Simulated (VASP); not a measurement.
# Bi (Pm-3m) in VASP: a series of runs

Bi is run at these levels: PBE; tasks: single point, relaxation of cell and atoms.

All numbers are computed with VASP 6.6.1; they aren't measurements. Logs are shortened: lines on timing, memory, paths and dates and some standing lists are left out, and cuts for length are marked.

**1. The cell of the first run**

The structure is cubic, space group Pm-3m (No. 221). Conventional cell: a = 3.310 Å, b = 3.310 Å, c = 3.310 Å, α = 90.00°, β = 90.00°, γ = 90.00°. Within 4.4 Å of Bi (site symmetry m-3m) lie 6 Bi at 3.31 Å.

**2. Single point, PBE**

Contents of INCAR:

```
PREC     = Accurate       # precision mode
ENCUT    = 520            # plane-wave cutoff, eV
EDIFF    = 1E-6           # SCF threshold, eV
ISMEAR   = -1             # smearing method
SIGMA    = 0.05           # smearing width, eV
LREAL    = False          # projectors in reciprocal space
LASPH    = True           # aspherical terms in the spheres
NELM     = 80             # most SCF steps
ALGO     = Normal         # electronic algorithm
ISIF     = 2              # what is computed and relaxed
LWAVE    = False          # write WAVECAR
LCHARG   = False          # write CHGCAR
GGA      = PE             # functional
NBANDS   = 14             # bands
```

Contents of KPOINTS:

```
Automatic mesh
0
Gamma
  13 13 13
```

Contents of POSCAR:

```
Bi
1.0
    3.3095232253      0.0000000000      0.0000000000
    0.0000000000      3.3095232253      0.0000000000
    0.0000000000      0.0000000000      3.3095232253
Bi
1
Direct
    0.0000000000      0.0000000000      0.0000000000
```

Potentials or basis: VASP PAW PBE potentials, release 64 (Bi_d).

Run with:

```bash
$ cat potpaw_PBE.64/Bi_d/POTCAR > POTCAR
$ mpirun -np 1 vasp_std > vasp.out
```

OUTCAR:

```text
PREC = Accurate
   ENCUT = 520
   EDIFF = 1E-6
   ISMEAR = -1
   LREAL = False
   LASPH = True
   NELM = 80
   ISIF = 2
   GGA = PE

 ion  position               nearest neighbor table
   1  0.000  0.000  0.000-

  LATTYP: Found a simple cubic cell.
 ALAT       =     3.3095232253

  Lattice vectors:

 A1 = (   3.3095232253,   0.0000000000,   0.0000000000)
 A2 = (   0.0000000000,   3.3095232253,   0.0000000000)
 A3 = (   0.0000000000,   0.0000000000,   3.3095232253)

Analysis of symmetry for initial positions (statically):
=====================================================================
 Subroutine PRICEL returns:
 Original cell was already a primitive cell.

 Routine SETGRP: Setting up the symmetry group for a
 simple cubic supercell.

 Subroutine GETGRP returns: Found 48 space group operations
 (whereof 48 operations were pure point group operations)
 out of a pool of 48 trial point group operations.

The static configuration has the point symmetry O_h .

Analysis of symmetry for dynamics (positions and initial velocities):
=====================================================================
 Subroutine PRICEL returns:
 Original cell was already a primitive cell.

 Routine SETGRP: Setting up the symmetry group for a
 simple cubic supercell.

 Subroutine GETGRP returns: Found 48 space group operations
 (whereof 48 operations were pure point group operations)
 out of a pool of 48 trial point group operations.

The dynamic configuration has the point symmetry O_h .

 Subroutine INISYM returns: Found 48 space group operations
 (whereof 48 operations are pure point group operations),
 and found     1 'primitive' translations

----------------------------------------------------------------------------------------

                                     Primitive cell

  volume of cell :      36.2490

  direct lattice vectors                    reciprocal lattice vectors
     3.309523225  0.000000000  0.000000000     0.302158327  0.000000000  0.000000000
     0.000000000  3.309523225  0.000000000     0.000000000  0.302158327  0.000000000
     0.000000000  0.000000000  3.309523225     0.000000000  0.000000000  0.302158327

  length of vectors
     3.309523225  3.309523225  3.309523225     0.302158327  0.302158327  0.302158327

[... 77 lines left out ...]
   NELM   =     80;   NELMIN=  2; NELMDL= -5     # of ELM steps
   EDIFF  = 0.1E-05   stopping-criterion for ELM
   LREAL  =      F    real-space projection
   EDIFFG = 0.1E-04   stopping-criterion for IOM
   NSW    =      0    number of steps for IOM
   IBRION =     -1    ionic relax: 0-MD 1-quasi-New 2-CG
   NFREE  =      0    steps in history (QN), initial steepest desc. (CG)
   ISIF   =      2    stress and relaxation
   ISYM   =      2    0-nonsym 1-usesym 2-fastsym
   POTIM  = 0.5000    time-step for ionic-motion
   TEBEG  =    0.0;   TEEND  =   0.0 temperature during run
   PSTRESS=    0.0 pullay stress
   NELECT =      15.0000    total number of electrons
   NUPDOWN=      -1.0000    fix difference up-down
   EMIN   =  10.00;   EMAX   =-10.00  energy-range for DOS
   EFERMI =   0.00;   METHOD = LEGACY
   ISMEAR =    -1;   SIGMA  =   0.05  broadening in eV -4-tet -1-fermi 0-gaus
   EFERMI_NEDOS =   21; number of points for ismear=-14 and -15
   IALGO  =     38    algorithm
   IMIX   =      4    mixing-type and parameters
     AMIX     =   0.40;   BMIX     =  1.00
     AMIX_MAG =   1.60;   BMIX_MAG =  1.00
  volume/ion in A,a.u.               =      36.25       244.62
  Fermi-wavevector in a.u.,A,eV,Ry     =   1.219944  2.305359 20.249045  1.488263
  Thomas-Fermi vector in A             =   2.355178
   LORBIT       =      0    0 simple, 1 ext, 2 COOP (PROOUT), +10 PAW based schemes
   GGA     = PE    functional components
   LHFCALC =     F    Hartree Fock is set to
   AEXX    =    0.0000 exact exchange contribution
   IVDW    =     0    specifies the selected vdW correction
   LEPSILON=     F    determine dielectric tensor
   LRPA    =     F    only Hartree local field effects (RPA)
 non-spin polarized calculation
  energy-cutoff  :      520.00
  volume of cell :       36.25
 maximum number of plane-waves:       991
 NGX is ok and might be reduce to    28
   NGX = 13   NGY = 13   NGZ = 13

 number of electron      15.0000004 magnetization

 Free energy of the ion-electron system (eV)
  ---------------------------------------------------
  ext. energy  EPLUGINS =         0.00000000
  ---------------------------------------------------
  free energy    TOTEN  =        -3.84852868 eV

  energy without entropy =       -3.84428597  energy(sigma->0) =       -3.84640732

 E-fermi :   5.9945     XC(G=0):  -9.4380

 val. band max:        5.9571488314   @ k =   0.4615   0.3077   0.3077
 cond. band min:       6.0011408876   @ k =   0.4615   0.3077   0.3077
 fundamental gap:      0.0439920562
 Fermi energy:         5.9945007340

 k-point     1 :       0.0000    0.0000    0.0000
  band No.  band energies     occupation
      1     -16.9067      2.00000
      2     -16.9067      2.00000
      3     -16.6373      2.00000
      4     -16.6373      2.00000
      5     -16.6373      2.00000
      6      -6.7995      2.00000
      7       8.9914      0.00000
      8       8.9914      0.00000
      9       8.9914      0.00000
     10      12.0187      0.00000
     11      13.6521      0.00000
     12      13.6521      0.00000
     13      22.6909      0.00000
     14      22.6909      0.00000
[... 377 lines left out ...]
      1     -16.8124      2.00000
      2     -16.7560      2.00000
      3     -16.6932      2.00000
      4     -16.6785      2.00000
      5     -16.6204      2.00000
      6      -4.4331      2.00000
      7       3.1057      2.00000
      8       4.6780      2.00000
      9      11.1168      0.00000
     10      11.4942      0.00000
     11      15.7177      0.00000
     12      18.1590      0.00000
     13      19.2986      0.00000
     14      20.3822      0.00000

 [... further k-points ...]
[... 5 lines left out ...]
  --------------------------------------------------------------------------------------
  -------------------------------------------------------------------------------------
  Total       -0.3284427     -0.3284427     -0.3284427      0.0000000      0.0000000     -0.0000000
  in kB      -14.5168984    -14.5168984    -14.5168984      0.0000000      0.0000000     -0.0000000
  external PRESSURE =     -14.5168984 kB  Pullay stress =       0.0000000 kB

 VOLUME and BASIS-vectors are now :
 -----------------------------------------------------------------------------
  energy-cutoff  :      520.00
  volume of cell :       36.25
      direct lattice vectors                 reciprocal lattice vectors
     3.309523225  0.000000000  0.000000000     0.302158327  0.000000000  0.000000000
     0.000000000  3.309523225  0.000000000     0.000000000  0.302158327  0.000000000
     0.000000000  0.000000000  3.309523225     0.000000000  0.000000000  0.302158327

 POSITION                                       TOTAL-FORCE (eV/Angst)
 -----------------------------------------------------------------------------------
      0.00000      0.00000      0.00000         0.000000      0.000000      0.000000
 -----------------------------------------------------------------------------------
    total drift:                               -0.000000      0.000000     -0.000000

  FREE ENERGIE OF THE ION-ELECTRON SYSTEM (eV)
  ---------------------------------------------------
  free  energy   TOTEN  =        -3.8485286788 eV

  energy  without entropy=       -3.8442859657  energy(sigma->0) =       -3.84640732
```

OSZICAR:

```text
N       E                     dE             d eps       ncg     rms          rms(c)
DAV:   1     0.114223084772E+03    0.11422E+03   -0.77542E+03  2378   0.116E+03
DAV:   2     0.321680213129E+01   -0.11101E+03   -0.10731E+03  2508   0.333E+02
DAV:   3    -0.366808717014E+01   -0.68849E+01   -0.68574E+01  2988   0.817E+01
DAV:   4    -0.383907111067E+01   -0.17098E+00   -0.17095E+00  2948   0.139E+01
DAV:   5    -0.384680809562E+01   -0.77370E-02   -0.77369E-02  3414   0.270E+00    0.526E-01
DAV:   6    -0.384704157775E+01   -0.23348E-03   -0.68473E-03  3276   0.107E+00    0.321E-01
DAV:   7    -0.384842049190E+01   -0.13789E-02   -0.41384E-03  3168   0.907E-01    0.811E-02
DAV:   8    -0.384853132029E+01   -0.11083E-03   -0.54079E-04  3054   0.333E-01    0.948E-03
DAV:   9    -0.384852969683E+01    0.16235E-05   -0.13520E-05  3254   0.421E-02    0.597E-03
DAV:  10    -0.384852843178E+01    0.12651E-05   -0.50375E-06  2838   0.302E-02    0.224E-03
DAV:  11    -0.384852867885E+01   -0.24707E-06   -0.68432E-07  2058   0.137E-02
   1 F= -.38485287E+01 E0= -.38464073E+01  d E =-.424271E-02
```

stdout:

```text
POSCAR found type information on POSCAR Bi
 POSCAR found :  1 types and       1 ions
 scaLAPACK will be used
 LDA part: xc-table for (Slater+PW92), standard interpolation
 POSCAR, INCAR and KPOINTS ok, starting setup
 FFT: planning ... GRIDC
 FFT: planning ... GRID_SOFT
 FFT: planning ... GRID
 WAVECAR not read
 entering main loop
```

It took 20 s on 1 thread of AMD EPYC 9R45 (Zen 5), shared host; peak memory 0.15 GiB.

Results:

```yaml
Free_energy: -3.8485 eV
Pressure: -1.5 GPa
```

Caveat: spin-orbit coupling is left out, which moves the levels of the heavy elements.

**3. Relaxation of cell and atoms, PBE**

This run uses another cell than the first one, of 35.09 Å³/atom, 0.968 times its volume.

Contents of INCAR:

```
PREC = Accurate
ENCUT = 600
EDIFF = 1E-6
ISMEAR = -1
SIGMA = 0.05
LREAL = False
LASPH = True
NELM = 100
ALGO = Normal
ISIF = 3
LWAVE = False
LCHARG = False
GGA = PE
IBRION = 2
NSW = 45
EDIFFG = -0.005
```

KPOINTS is that of step 2.

Contents of POSCAR:

```
Bi
1.0
    3.2739889868      0.0000000000      0.0000000000
    0.0000000000      3.2739889868      0.0000000000
    0.0000000000      0.0000000000      3.2739889868
Bi
1
Direct
    0.0000000000      0.0000000000      0.0000000000
```

Potentials or basis: VASP PAW PBE potentials, release 64 (Bi_d).

Run with:

```bash
$ cat potpaw_PBE.64/Bi_d/POTCAR > POTCAR
$ mpirun -np 1 vasp_std > vasp.out
```

OUTCAR:

```text
PREC = Accurate
   ENCUT = 600
   EDIFF = 1E-6
   ISMEAR = -1
   LREAL = False
   LASPH = True
   NELM = 100
   ISIF = 3
   GGA = PE
   IBRION = 2
   NSW = 45
   EDIFFG = -0.005

 ion  position               nearest neighbor table
   1  0.000  0.000  0.000-

  LATTYP: Found a simple cubic cell.
 ALAT       =     3.2739889868

  Lattice vectors:

 A1 = (   3.2739889868,   0.0000000000,   0.0000000000)
 A2 = (   0.0000000000,   3.2739889868,   0.0000000000)
 A3 = (   0.0000000000,   0.0000000000,   3.2739889868)

Analysis of symmetry for initial positions (statically):
=====================================================================
 Subroutine PRICEL returns:
 Original cell was already a primitive cell.

 Routine SETGRP: Setting up the symmetry group for a
 simple cubic supercell.

 Subroutine GETGRP returns: Found 48 space group operations
 (whereof 48 operations were pure point group operations)
 out of a pool of 48 trial point group operations.

The static configuration has the point symmetry O_h .

Analysis of symmetry for dynamics (positions and initial velocities):
[... 162 lines left out ...]
 fundamental gap:      0.0754921407
 Fermi energy:         6.3661332629

 k-point     1 :       0.0000    0.0000    0.0000
  band No.  band energies     occupation
      1     -16.5851      2.00000
      2     -16.5851      2.00000
      3     -16.2848      2.00000
      4     -16.2848      2.00000
      5     -16.2848      2.00000
      6      -6.6350      2.00000
      7       9.4386      0.00000
      8       9.4386      0.00000
      9       9.4386      0.00000
     10      12.5520      0.00000
     11      14.1061      0.00000
[... 309 lines left out ...]
 k-point    24 :       0.3846    0.3077    0.0000
  band No.  band energies     occupation
      1     -16.4810      2.00000
      2     -16.4179      2.00000
      3     -16.3471      2.00000
      4     -16.3307      2.00000
      5     -16.2680      2.00000
      6      -4.1361      2.00000
      7       3.3575      2.00000
      8       4.9981      2.00000
      9      11.4754      0.00000
     10      12.0826      0.00000
     11      16.2166      0.00000

 [... further k-points ...]
[... 5 lines left out ...]
  --------------------------------------------------------------------------------------
  -------------------------------------------------------------------------------------
  Total       -0.0047599     -0.0047599     -0.0047599     -0.0000000      0.0000000     -0.0000000
  in kB       -0.2173107     -0.2173107     -0.2173107     -0.0000000      0.0000000     -0.0000000
  external PRESSURE =      -0.2173107 kB  Pullay stress =       0.0000000 kB

 VOLUME and BASIS-vectors are now :
 -----------------------------------------------------------------------------
  energy-cutoff  :      600.00
  volume of cell :       35.09
      direct lattice vectors                 reciprocal lattice vectors
     3.273988987  0.000000000  0.000000000     0.305437802  0.000000000  0.000000000
     0.000000000  3.273988987  0.000000000     0.000000000  0.305437802  0.000000000
     0.000000000  0.000000000  3.273988987     0.000000000  0.000000000  0.305437802

 POSITION                                       TOTAL-FORCE (eV/Angst)
 -----------------------------------------------------------------------------------
      0.00000      0.00000      0.00000         0.000000      0.000000      0.000000
 -----------------------------------------------------------------------------------
    total drift:                               -0.000000     -0.000000     -0.000000

  FREE ENERGIE OF THE ION-ELECTRON SYSTEM (eV)
  ---------------------------------------------------
  free  energy   TOTEN  =        -3.8537065071 eV

  energy  without entropy=       -3.8496500209  energy(sigma->0) =       -3.85167826

 reached required accuracy - stopping structural energy minimisation
```

Run time: 17 s. Hardware: 1 thread of AMD EPYC 9R45 (Zen 5), shared host; peak memory 0.15 GiB.

Results:

- Free energy: -3.8537 eV
- Pressure after relaxing: 0.0 GPa

Final structure:
```xyz
1
Lattice="3.2740 0.0000 0.0000 0.0000 3.2740 0.0000 0.0000 0.0000 3.2740" Properties=species:S:1:pos:R:3 pbc="T T T"
Bi    0.0000    0.0000    0.0000
```

Caveat: the relaxation stopped at its first step, so nothing moved; spin-orbit coupling is left out, which moves the levels of the heavy elements.
